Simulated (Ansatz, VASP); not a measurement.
# B: VASP beside Ansatz

```
B
1.0
     2.80196   -1.45338   -0.00227
     2.80196    1.45338   -0.00227
    -0.12769    0.00000    3.24350
B
4
Direct
  0.23097 0.23097 0.32925
  0.09724 0.09724 0.80565
  0.76903 0.76903 0.67075
  0.90276 0.90276 0.19435
```

Alike in both runs: functional PBE; k mesh 18 × 18 × 14; occupations gaussian, width 0.1 eV; no spin polarisation.

Ansatz relaxed the structure, and its values are those at the end. VASP's run is a single point on that final structure, the one shown.

|  | VASP | Ansatz |
| --- | --- | --- |
| version | VASP 6.6.1 | Ansatz 0.2.0 |
| potentials or method | VASP PAW PBE potentials, release 64 (B), cutoff 520 eV | scalar-relativistic, plane waves, PAW |
| valence electrons in the cell | 12 | 12 |

```csv
,VASP,Ansatz,Ansatz less VASP
gap on the k mesh at the Fermi level (eV),none,none,-
pressure (GPa),0.0,0.0,+0.01
```

A gap of «none» marks a metal or a gap that the smearing closes. With one functional, cell and mesh, what is left measures potentials, basis and numerics.
